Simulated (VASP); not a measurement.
# MgO (P6_3/mmc) in VASP: further runs, part 2 of 2

VASP 6.6.1. The steps go on from the part before.

## 3. Single point, PBE

This run uses another cell than the first one, of 12.07 Å³/atom, 1.002 times its volume.

INCAR

```
SYSTEM = MgO
PREC = Accurate
ENCUT = 520
EDIFF = 1E-6
ISMEAR = 0
SIGMA = 0.05
LREAL = .False.
LASPH = .True.
NELM = 100
ALGO = Normal
ISIF = 2
LWAVE = .False.
LCHARG = .True.
GGA = PE
LELF = .True.
LVHAR = .True.
NBANDS = 16
```

KPOINTS

```
regular mesh
0
Gamma
  9 9 6
  0 0 0
```

POSCAR

```
MgO
1.0
    3.6270000000      0.0000000000      0.0000000000
   -1.8135000000      3.1410741395      0.0000000000
    0.0000000000      0.0000000000      4.2393824570
Mg O
2 2
Direct
    0.6666666667      0.3333333333      0.7500000000
    0.3333333333      0.6666666667      0.2500000000
    0.6666666667      0.3333333333      0.2500000000
    0.3333333333      0.6666666667      0.7500000000
```

Potentials or basis: VASP PAW PBE potentials, release 64 (Mg, O).

Started as:

```console
> cat potpaw_PBE.64/Mg/POTCAR potpaw_PBE.64/O/POTCAR > POTCAR
> mpirun -np 1 vasp_std > vasp.out
```

OUTCAR:

```text
SYSTEM = MgO
   PREC = Accurate
   ENCUT = 520
   EDIFF = 1E-6
   ISMEAR = 0
   LREAL = .False.
   LASPH = .True.
   NELM = 100
   ISIF = 2
   GGA = PE

 ion  position               nearest neighbor table
   1  0.667  0.333  0.750-   4 2.09   4 2.09   4 2.09   3 2.12   3 2.12   2 2.98   2 2.98   2 2.98
                             2 2.98   2 2.98   2 2.98
   2  0.333  0.667  0.250-   3 2.09   3 2.09   3 2.09   4 2.12   4 2.12   1 2.98   1 2.98   1 2.98
                             1 2.98   1 2.98   1 2.98
   3  0.667  0.333  0.250-   2 2.09   2 2.09   2 2.09   1 2.12   1 2.12
   4  0.333  0.667  0.750-   1 2.09   1 2.09   1 2.09   2 2.12   2 2.12

  LATTYP: Found a hexagonal cell.
 ALAT       =     3.6270000000
 C/A-ratio  =     1.1688399385

  Lattice vectors:

 A1 = (   3.6270000000,   0.0000000000,   0.0000000000)
 A2 = (  -1.8135000000,   3.1410741395,   0.0000000000)
 A3 = (   0.0000000000,   0.0000000000,   4.2393824570)

Analysis of symmetry for initial positions (statically):
=====================================================================
 Subroutine PRICEL returns:
 Original cell was already a primitive cell.

 Routine SETGRP: Setting up the symmetry group for a
 hexagonal supercell.

[... 171 lines left out ...]
  energy without entropy =      -23.60195970  energy(sigma->0) =      -23.60195970

 E-fermi :   1.6491     XC(G=0):  -9.6591

 val. band max:        1.3700625450   @ k =   0.0000   0.0000   0.0000
 cond. band min:       4.3864782839   @ k =   0.0000   0.0000   0.0000
 fundamental gap:      3.0164157388
 Fermi energy:         1.6491169647

 k-point     1 :       0.0000    0.0000    0.0000
  band No.  band energies     occupation
      1     -15.1387      2.00000
      2     -13.9328      2.00000
      3      -1.8652      2.00000
      4      -0.1847      2.00000
      5      -0.1847      2.00000
      6       0.7493      2.00000
[... 433 lines left out ...]
      3      -1.7529      2.00000
      4      -1.1840      2.00000
      5      -1.1840      2.00000
      6       0.3622      2.00000
[... 8 lines left out ...]
     15      15.1172      0.00000
     16      16.8936      0.00000

 [... further k-points ...]
[... 5 lines left out ...]
  --------------------------------------------------------------------------------------
  -------------------------------------------------------------------------------------
  Total       -2.3305898     -2.3305898     -1.4777788     -0.0000000     -0.0000000      0.0000000
  in kB      -77.3122082    -77.3122082    -49.0220735     -0.0000000     -0.0000000      0.0000000
  external PRESSURE =     -67.8821633 kB  Pullay stress =       0.0000000 kB

 VOLUME and BASIS-vectors are now :
 -----------------------------------------------------------------------------
  energy-cutoff  :      520.00
  volume of cell :       48.30
      direct lattice vectors                 reciprocal lattice vectors
     3.627000000  0.000000000  0.000000000     0.275709953  0.159181216  0.000000000
    -1.813500000  3.141074140  0.000000000     0.000000000  0.318362431  0.000000000
     0.000000000  0.000000000  4.239382457     0.000000000  0.000000000  0.235883412

 POSITION                                       TOTAL-FORCE (eV/Angst)
 -----------------------------------------------------------------------------------
      1.81350      1.04702      3.17954         0.000000     -0.000000     -0.000000
     -0.00000      2.09405      1.05985        -0.000000      0.000000     -0.000000
      1.81350      1.04702      1.05985         0.000000      0.000000      0.000000
     -0.00000      2.09405      3.17954        -0.000000     -0.000000      0.000000
 -----------------------------------------------------------------------------------
    total drift:                               -0.000000     -0.000000     -0.000000

  FREE ENERGIE OF THE ION-ELECTRON SYSTEM (eV)
  ---------------------------------------------------
  free  energy   TOTEN  =       -23.6019596988 eV

  energy  without entropy=      -23.6019596988  energy(sigma->0) =      -23.60195970
```

OSZICAR:

```text
N       E                     dE             d eps       ncg     rms          rms(c)
DAV:   1     0.612692494416E+02    0.61269E+02   -0.74065E+03  1536   0.877E+02
DAV:   2    -0.232827686887E+02   -0.84552E+02   -0.76218E+02  2144   0.191E+02
DAV:   3    -0.275394341679E+02   -0.42567E+01   -0.42440E+01  1728   0.449E+01
DAV:   4    -0.275580247937E+02   -0.18591E-01   -0.18590E-01  1912   0.347E+00
DAV:   5    -0.275581220877E+02   -0.97294E-04   -0.97293E-04  1736   0.242E-01    0.111E+01
DAV:   6    -0.236880369724E+02    0.38701E+01   -0.10835E+01  1680   0.249E+01    0.381E+00
DAV:   7    -0.236230266285E+02    0.65010E-01   -0.17836E-01  1560   0.342E+00    0.215E+00
DAV:   8    -0.236043388436E+02    0.18688E-01   -0.11668E-01  1608   0.356E+00    0.584E-01
DAV:   9    -0.236009098989E+02    0.34289E-02   -0.11027E-02  1856   0.928E-01    0.132E-01
DAV:  10    -0.236019317267E+02   -0.10218E-02   -0.10369E-03  1568   0.260E-01    0.385E-02
DAV:  11    -0.236019606532E+02   -0.28927E-04   -0.42757E-05  1672   0.506E-02    0.251E-02
DAV:  12    -0.236019615399E+02   -0.88671E-06   -0.11103E-05  1568   0.239E-02    0.111E-02
DAV:  13    -0.236019596969E+02    0.18430E-05   -0.65590E-06  1808   0.200E-02    0.109E-03
DAV:  14    -0.236019596988E+02   -0.18838E-08   -0.11891E-07   856   0.298E-03
   1 F= -.23601960E+02 E0= -.23601960E+02  d E =-.172233E-17
```

stdout:

```text
POSCAR found type information on POSCAR MgO
 POSCAR found :  2 types and       4 ions
 scaLAPACK will be used
 LDA part: xc-table for (Slater+PW92), standard interpolation
 POSCAR, INCAR and KPOINTS ok, starting setup
 FFT: planning ... GRIDC
 FFT: planning ... GRID_SOFT
 FFT: planning ... GRID
 WAVECAR not read
 entering main loop
```

It took 15 s on 1 thread of Intel Xeon 6975P-C (Granite Rapids), shared host; peak memory 0.18 GiB.

Results:

- Free energy: -23.6020 eV
- Pressure: -6.8 GPa
- Band gap on the k mesh: 3.02 eV, direct

Stress tensor (GPa, compression positive):
```
-7.73  0.00  0.00
 0.00 -7.73  0.00
 0.00  0.00 -4.90
```

Expect the measured gap to be larger: semilocal functionals such as PBE lack the derivative discontinuity.
